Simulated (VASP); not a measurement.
A run of VASP 6.6.1 is set up as follows.

File INCAR:

```
ALGO     = Normal         # electronic algorithm
EDIFF    = 1E-7           # SCF threshold, eV
ENCUT    = 520            # plane-wave cutoff, eV
GGA      = PE             # functional
ISIF     = 2              # what is computed and relaxed
ISMEAR   = -1             # smearing method
LASPH    = T              # aspherical terms in the spheres
LCHARG   = F              # write CHGCAR
LREAL    = F              # projectors in reciprocal space
LWAVE    = F              # write WAVECAR
NBANDS   = 11             # bands
NELM     = 100            # most SCF steps
PREC     = Accurate       # precision mode
SIGMA    = 0.08           # smearing width, eV
```

KPOINTS

```
k-points
0
Gamma
  16 16 15
```

File POSCAR:

```
Pd
1.0
    2.2883034072      0.0000000000      0.0000000000
   -1.1441517036      1.9817288822      0.0000000000
    0.0000000000      0.0000000000      2.1982187296
Pd
1
Direct
    0.0000000000      0.0000000000      0.0000000000
```

Potentials or basis: VASP PAW PBE potentials, release 64 (Pd).

Launch:

```bash
$ cat potpaw_PBE.64/Pd/POTCAR > POTCAR
$ mpirun -np 1 vasp_std > vasp.out
```

Q: What does it give for the pressure?

A: 275.3 GPa.

Q: Estimate the band gap on the k mesh.

A: Zero (band 5 reaches 20.64 eV, above the bottom of band 6 at 15.62 eV).

Stress tensor (GPa, compression positive):
```
276.77   0.00   0.00
  0.00 276.77   0.00
  0.00   0.00 272.38
```
